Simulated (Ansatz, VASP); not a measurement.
# Two plane-wave programs on SiC

File POSCAR:

```
SiC
1.0
    0.0000000000      2.1790000000      2.1790000000
    2.1790000000      0.0000000000      2.1790000000
    2.1790000000      2.1790000000      0.0000000000
Si C
1 1
Direct
    0.0000000000      0.0000000000      0.0000000000
    0.2500000000      0.2500000000      0.2500000000
```

INCAR.step1

```
SYSTEM = SiC
PREC = Accurate
ENCUT = 520
EDIFF = 1E-5
ISMEAR = 0
SIGMA = 0.1
LREAL = .FALSE.
LASPH = .TRUE.
NELM = 100
ALGO = Normal
ISIF = 2
LWAVE = .TRUE.
LCHARG = .FALSE.
NBANDS = 11
GGA = PE
LUSENCCL = .FALSE.
```

The input INCAR.step2:

```
SYSTEM = SiC
PREC = Accurate
ENCUT = 520
EDIFF = 1E-6
ISMEAR = 0
SIGMA = 0.1
LREAL = .FALSE.
LASPH = .TRUE.
NELM = 100
ALGO = Normal
ISIF = 2
LWAVE = .FALSE.
LCHARG = .FALSE.
GGA = PE
LHFCALC = .TRUE.
HFSCREEN = 0.2079
PRECFOCK = Normal
NBANDS = 11
ISTART = 1
LUSENCCL = .FALSE.
```

The input KPOINTS:

```
regular mesh
0
G
  8 8 8
  0 0 0
```

Input for Ansatz:

```yaml
crystal:
  lattice:
    - [0.0, 2.179, 2.179]
    - [2.179, 0.0, 2.179]
    - [2.179, 2.179, 0.0]
  atoms:
    - { symbol: Si, position: [0.0, 0.0, 0.0] }
    - { symbol: C, position: [0.25, 0.25, 0.25] }
basis:
  ecutwfc: 420
kpoints:
  mp_grid: { grid: [8, 8, 8] }
hamiltonian:
  xc: hse06
scf:
  occupations: { method: gaussian, width: 0.1 }
output:
  forces: true
  stress: true
  eigenvalues: true
```

Alike in both runs: task single point; functional HSE06; k mesh 8 × 8 × 8; occupations gaussian, width 0.1 eV; no spin polarisation.

|  | VASP | Ansatz |
| --- | --- | --- |
| version | VASP 6.6.1 | Ansatz 0.2.0 |
| potentials or method | VASP PAW PBE potentials, release 64 (Si, C), cutoff 520 eV | scalar-relativistic, plane waves, PAW |
| valence electrons in the cell | 8 | 8 |

|  | VASP | Ansatz | Ansatz less VASP |
| --- | --- | --- | --- |
| gap on the k mesh at the Fermi level (eV) | 2.23 | 2.23 | -0.004 |
| least direct gap on the mesh (eV) | 5.73 | 5.72 | -0.010 |
| pressure (GPa) | -1.8 | -1.4 | +0.38 |

Ansatz's warnings: stress exchange threshold loose, stress scf threshold loose.
